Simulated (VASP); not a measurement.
Runs of VASP 6.6.1 on SiC (Moissanite 3C). The structure is that of space group F-43m (No. 216), or close to it. The cells are those of the table. 

| cell | gap on the mesh (eV) | pressure (GPa) |
| --- | --- | --- |
| a = 3.082 Å, angles 60.0°, 2 atoms | 1.72 | -0.4 |
| a = 3.019 Å, angles 60.0°, 2 atoms | 1.68 | 15.3 |
| a = 3.040 Å, angles 60.0°, 2 atoms | 1.70 | (c) |
| a = 3.102 Å, angles 60.0°, 2 atoms | (b) | -4.7 |
| a = 3.142 Å, angles 60.0°, 2 atoms | 1.76 | (d) |
| a = 3.061 Å, angles 60.0°, 2 atoms | 1.71 | (a) |
| a = 3.122 Å, angles 60.0°, 2 atoms | 1.75 | -8.6 |

Alike in all rows: task single point; level r2SCAN; potentials or basis VASP PAW PBE potentials, release 64 (Si, C); no spin polarisation; k mesh 8 × 8 × 8; cutoff (eV) 520; smearing gaussian 0.01 eV.

Estimate the missing entries.

(a) 4.3; (b) 1.74; (c) 9.5; (d) -12.2.

Caveats: the PAW data sets were made with another functional, which shifts forces and pressure a little.

A k mesh can miss the band edges.
